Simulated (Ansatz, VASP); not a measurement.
Two plane-wave programs on SrOs

```
Sr Os
1.0
     3.15965    0.00000    0.00000
    -1.57983    2.73634    0.00000
     0.00000    0.00000    9.92128
Sr Os
2 2
Direct
  0.00000 0.00000 0.00000
  0.00000 0.00000 0.50000
  0.66667 0.33333 0.75000
  0.33333 0.66667 0.25000
```

Alike in both runs: functional PBE; k mesh 18 × 18 × 6; occupations gaussian, width 0.1 eV; no spin polarisation.

Ansatz relaxed the structure, and its values are those at the end. VASP's run is a single point on that final structure, the one shown.

|  | VASP | Ansatz |
| --- | --- | --- |
| version | VASP 6.6.1 | Ansatz 0.2.0 |
| potentials or method | VASP PAW PBE potentials, release 64 (Sr_sv, Os), cutoff 520 eV | scalar-relativistic, plane waves, PAW |
| valence electrons in the cell | 36 | 52 |

Ansatz gave:

- gap on the k mesh at the Fermi level (eV): none
- pressure (GPa): 0.0

Question: Which values does VASP return?

Answer: gap on the k mesh at the Fermi level (eV): none; pressure (GPa): 0.4.

A gap of «none» marks a metal or a gap that the smearing closes. The functional is the same, so the differences come from potentials, cutoffs and numerics. VASP's potentials hold 36 valence electrons a cell and Ansatz's 52, so a difference there can come from the potentials and not from the codes.

Spin-orbit coupling is off throughout.
